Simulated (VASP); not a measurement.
Li2GeBr6, 9 atoms in the cell. The structure is hexagonal, space group P6/mmm (No. 191). The conventional cell has a = 8.969 Å, b = 8.969 Å, c = 3.661 Å, α = 90.00°, β = 90.00°, γ = 120.00°. Li (site symmetry -6m2) has 12 Br at 3.47 Å and 2 Li at 3.66 Å within 4.6 Å. Ge (site symmetry 6/mmm) has 12 Br at 3.58 Å and 2 Ge at 3.66 Å within 4.7 Å. Within 3.7 Å of Br (site symmetry m2m) lie 5 Br at 2.81 to 3.66 Å and 4 Li at 3.47 Å and 2 Ge at 3.58 Å. 

| Property | Result |
| --- | --- |
| Program | VASP 6.6.1 |
| Task | relaxation of cell and atoms |
| Functional | PBE |
| Potentials or basis | VASP PAW PBE potentials, release 64 (Li_sv, Ge_d, Br) |
| Cutoff | 600 eV |
| k mesh | 6 × 6 × 10 |
| Occupations | gaussian, width 0.1 eV |
| Spin | no spin polarisation |
| Dipole correction | no |
| Further INCAR settings | ALGO = Normal; EDIFF = 1e-06; IBRION = 2; EDIFFG = -0.01; NSW = 100; ISIF = 3 |

Potentials or basis: VASP PAW PBE potentials, release 64 (Li_sv, Ge_d, Br).

Launch:

```bash
$ cat potpaw_PBE.64/Li_sv/POTCAR potpaw_PBE.64/Ge_d/POTCAR potpaw_PBE.64/Br/POTCAR > POTCAR
$ mpirun -np 1 vasp_std > vasp.out
```

Hardware: 1 thread of Intel(R) Xeon(R) Platinum 8488C (Sapphire Rapids), with other jobs on the host.

Task: Estimate the wall time of this run.

Result: It took 27 min on 1 thread of Intel(R) Xeon(R) Platinum 8488C (Sapphire Rapids), with other jobs on the host, peak memory 0.7 GiB. Counts: scf iterations 48, k points 42, ion steps 6.
